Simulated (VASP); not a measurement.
A run of VASP 6.6.1:

Contents of INCAR:

```
SYSTEM = PtSe2
ALGO = Normal
EDIFF = 1E-6
EDIFFG = -0.03
ENCUT = 600
GGA = PE
IBRION = 2
ISIF = 3
ISMEAR = 1
IVDW = 12
LASPH = .TRUE.
LCHARG = .FALSE.
LREAL = .FALSE.
LWAVE = .FALSE.
NELM = 80
NSW = 80
PREC = Accurate
SIGMA = 0.05
```

Contents of KPOINTS:

```
k-points
0
G
  9 9 6
  0 0 0
```

Contents of POSCAR:

```
PtSe2
1.0
    3.7240000000      0.0000000000      0.0000000000
   -1.8620000000      3.2250786000      0.0000000000
    0.0000000000      0.0000000000      5.0620000000
Pt Se
1 2
Direct
    0.0000000000      0.0000000000      0.0000000000
    0.3333333333      0.6666666667      0.2500000000
    0.6666666667      0.3333333333      0.7500000000
```

Potentials or basis: VASP PAW PBE potentials, release 64 (Pt, Se).

Run with:

```console
$ cat potpaw_PBE.64/Pt/POTCAR potpaw_PBE.64/Se/POTCAR > POTCAR
$ mpirun -np 1 vasp_std > vasp.out
```

Hardware: 1 thread of Intel Xeon 8259CL, with other jobs on the host.

Task: Estimate the wall time of this run.

Result: It took 10 min on 1 thread of Intel Xeon 8259CL, on a shared host, peak memory 0.26 GiB. Counts: scf iterations 86, k points 62, ion steps 11.
